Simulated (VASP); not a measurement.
# KCl: single point with PBE

The system is KCl.

```xyz
2
Lattice="3.6096 0.0000 0.0000 0.0000 3.6096 0.0000 0.0000 0.0000 3.6096" Properties=species:S:1:pos:R:3 pbc="T T T"
K     0.0000    0.0000    0.0000
Cl    1.8048    1.8048    1.8048
```

* Program: VASP 6.6.1
* Task: single point
* Functional: PBE
* Potentials or basis: VASP PAW PBE potentials, release 64 (K_sv, Cl)
* Cutoff: 500 eV
* k mesh: 7 × 7 × 7
* Occupations: fermi-dirac, width 0.02 eV
* Spin: no spin polarisation
* Dipole correction: no
* Further INCAR settings: ALGO = Normal; EDIFF = 1e-06; NBANDS = 15

```json
{
  "Pressure": "5.3 GPa",
  "Band gap on the k mesh": "5.72 eV (least direct gap 5.93 eV)"
}
```

Levels at points of the mesh, in eV from the valence-band top:
| k point | band 5 | band 6 | band 7 | band 8 | band 9 | band 10 | band 11 | band 12 |
| --- | --- | --- | --- | --- | --- | --- | --- | --- |
| (0.00, 0.00, 0.00) | -11.10 | -0.20 | -0.20 | -0.20 | 5.72 | 6.37 | 6.37 | 11.14 |

Run time: 15 s on 1 thread of Intel Xeon 8259CL (shared host), peak memory 0.13 GiB.

Caveat: the cell stands under pressure; an odd mesh through Γ misses points on the zone boundary, where band edges can lie.
